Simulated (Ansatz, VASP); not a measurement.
**GaAs: VASP beside Ansatz**

```
CELL_PARAMETERS angstrom
0.00000 2.86405 2.86405
2.86405 0.00000 2.86405
2.86405 2.86405 0.00000
ATOMIC_POSITIONS crystal
Ga 0.00000 0.00000 0.00000
As 0.75000 0.75000 0.75000
```

Change from the starting cell: volume scaled by 1.04.

Alike in both runs: task single point; functional PBE; k mesh 11 × 11 × 11; occupations fermi-dirac, width 0.05 eV; no spin polarisation.

```csv
,VASP,Ansatz
version,VASP 6.6.1,Ansatz 0.2.0
potentials or method,"VASP PAW PBE potentials, release 64 (Ga_d, As), cutoff 520 eV","all-electron LAPW, scalar-relativistic"
```

VASP gave:

```
pressure (GPa) : 0.7
```

What did Ansatz give for the same quantities?

Pressure (GPa): 0.6.

Ansatz ran all-electron here, and VASP with PAW potentials.
